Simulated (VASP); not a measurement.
Set up this calculation in VASP 6.6.1, as the native input.

| Quantity | Value |
| --- | --- |
| Task | single point |
| Functional | PBE |
| Potentials or basis | VASP PAW PBE potentials, release 64 (Ga_d, In_d, As) |
| Cutoff | 520 eV |
| k mesh | 6 × 4 × 4 |
| Occupations | fermi-dirac, width 0.02 eV |
| Spin | no spin polarisation |
| Dipole correction | no |
| Further INCAR settings | ALGO = Normal; EDIFF = 1e-07; NBANDS = 46 |

The structure of InGa3As4 lies in POSCAR:

```
InGa3As4
1.0
    4.1412591914      0.0000000000      0.0000000000
    0.0000000000      4.1468403242      5.8647930720
    0.0000000000     -4.1468403242      5.8647930720
Ga In As
3 1 4
Direct
    0.0000000000     -0.0003014790     -0.0003014790
    0.5000000000      0.0001370215      0.4999646272
    0.5000000000      0.4999646272      0.0001370215
    0.0000000000      0.4993668871      0.4993668871
    0.5000000000      0.1249651528      0.1249651528
    0.0000000000      0.1110014191      0.6296939473
    0.0000000000      0.6296939473      0.1110014191
    0.5000000000      0.6351724241      0.6351724241
```

One way to write it, as run:

INCAR

```
SYSTEM = InGa3As4
ALGO     = Normal         ! electronic algorithm
EDIFF    = 1E-7           ! SCF threshold, eV
ENCUT    = 520            ! plane-wave cutoff, eV
GGA      = PE             ! functional
ISIF     = 2              ! what is computed and relaxed
ISMEAR   = -1             ! smearing method
LASPH    = .True.         ! aspherical terms in the spheres
LCHARG   = .False.        ! write CHGCAR
LREAL    = .False.        ! projectors in reciprocal space
LWAVE    = .False.        ! write WAVECAR
NBANDS   = 46             ! bands
NELM     = 80             ! most SCF steps
PREC     = Accurate       ! precision mode
SIGMA    = 0.02           ! smearing width, eV
```

KPOINTS

```
k-points
0
Gamma
  6 4 4
  0 0 0
```

Potentials or basis: VASP PAW PBE potentials, release 64 (Ga_d, In_d, As).

The run is started by

```console
$ cat potpaw_PBE.64/Ga_d/POTCAR potpaw_PBE.64/In_d/POTCAR potpaw_PBE.64/As/POTCAR > POTCAR
$ mpirun -np 1 vasp_std > vasp.out
```

It gave:

* Pressure: 0.1 GPa
* Largest force: 0.005 eV/Å
* Band gap on the k mesh: 0.08 eV, direct

Caveat: spin-orbit coupling is left out, which moves the levels of the heavy elements.

Run time: 3.6 min on 1 thread of Intel(R) Xeon(R) Platinum 8488C (Sapphire Rapids), on a shared host, peak memory 0.45 GiB.
